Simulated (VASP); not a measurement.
TiO2: single point with PBE

The system is TiO2.

```
Ti O
1.0
     3.86637    0.00000    0.00000
     0.00000    3.86637    0.00000
     0.00000    0.00000    9.77163
Ti O
4 8
Direct
  0.85627 0.97577 0.03446
  0.01754 0.60651 0.27479
  0.48746 0.50350 0.54257
  0.46915 0.96565 0.79239
  0.97328 0.05046 0.21918
  0.97331 0.59350 0.49714
  0.94431 0.46509 0.05246
  0.92605 0.93459 0.83050
  0.34208 0.47005 0.75095
  0.41289 0.03331 0.97966
  0.54547 0.06668 0.57110
  0.44282 0.51839 0.31305
```

* Program: VASP 6.6.1
* Task: single point
* Functional: PBE
* Potentials or basis: VASP PAW PBE potentials, release 64 (Ti_sv, O)
* Cutoff: 520 eV
* k mesh: 3 × 3 × 1
* Occupations: fermi-dirac, width 0.17 eV
* Spin: no spin polarisation
* Dipole correction: no
* Further INCAR settings: ALGO = Normal; EDIFF = 1e-06; NBANDS = 60

| Property | Result |
| --- | --- |
| Pressure | -2.0 GPa |
| Largest force | 3.465 eV/Å |
| Band gap on the k mesh | 2.53 eV, indirect (least direct gap 2.64 eV) |

Forces on the atoms (eV/Å):
```
Ti   1.645  0.044 -1.927
Ti  -1.665 -2.451  1.208
Ti  -0.704  0.833 -0.344
Ti  -1.217  0.436 -1.267
O   -0.102 -0.870  1.813
O    0.308 -0.453 -1.395
O   -0.554  3.279  0.975
O   -1.045  0.329 -0.204
O    1.887  1.274 -1.142
O   -0.142 -0.670  1.047
O   -0.607 -2.152  0.694
O    2.196  0.401  0.541
```

Stress tensor (GPa, compression positive):
```
-0.46 -2.59  2.92
-2.59 -4.25 -1.44
 2.92 -1.44 -1.44
```

Levels at points of the mesh, in eV from the valence-band top:
```
           k point  band 44  band 45  band 46  band 47  band 48  band 49  band 50  band 51  band 52  band 53
(0.00, 0.00, 0.00)    -0.71    -0.63    -0.55    -0.30    -0.23     2.60     2.72     2.80     2.87     3.31
```

Wall time 44 s on 1 thread of AMD EPYC 9R45 96-Core Processor (Zen 5), on a shared host, peak memory 0.22 GiB.

Caveat: the k points lie up to 0.64 Å⁻¹ apart; forces of over 1 eV/Å act on the atoms, so gaps and moduli don't describe the material at rest. PBE gaps usually lie below the measured ones, often by a third to a half.
